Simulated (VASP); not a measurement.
LiF, 2 atoms in the cell. It takes space group Fm-3m (No. 225, cubic). Conventional cell: a = 4.055 Å, b = 4.055 Å, c = 4.055 Å, α = 90.00°, β = 90.00°, γ = 90.00°. Li (site symmetry m-3m) has 6 F at 2.03 Å within 2.7 Å. F (site symmetry m-3m) has 6 Li at 2.03 Å within 2.7 Å.  This cell differs from its parent crystal: volume scaled by 1.02.

- Program: VASP 6.6.1
- Task: single point
- Functional: PBE
- Potentials or basis: VASP PAW PBE potentials, release 64 (Li_sv, F)
- Cutoff: 520 eV
- k mesh: 10 × 10 × 10
- Occupations: fermi-dirac, width 0.03 eV
- Spin: no spin polarisation
- Dipole correction: no
- Further INCAR settings: ALGO = Normal; EDIFF = 1e-06; NBANDS = 12

Potentials or basis: VASP PAW PBE potentials, release 64 (Li_sv, F).

Launch:

```bash
$ cat potpaw_PBE.64/Li_sv/POTCAR potpaw_PBE.64/F/POTCAR > POTCAR
$ mpirun -np 1 vasp_std > vasp.out
```

Hardware: 1 thread of Intel(R) Xeon(R) Platinum 8259CL CPU @ 2.50GHz (Skylake/Cascade Lake), with other jobs on the host.

Q: How long does it take, and how much memory?

A: Run time: 6.6 s on 1 thread of Intel(R) Xeon(R) Platinum 8259CL CPU @ 2.50GHz (Skylake/Cascade Lake), with other jobs on the host, peak memory 0.13 GiB. Counts: scf iterations 12, k points 47.
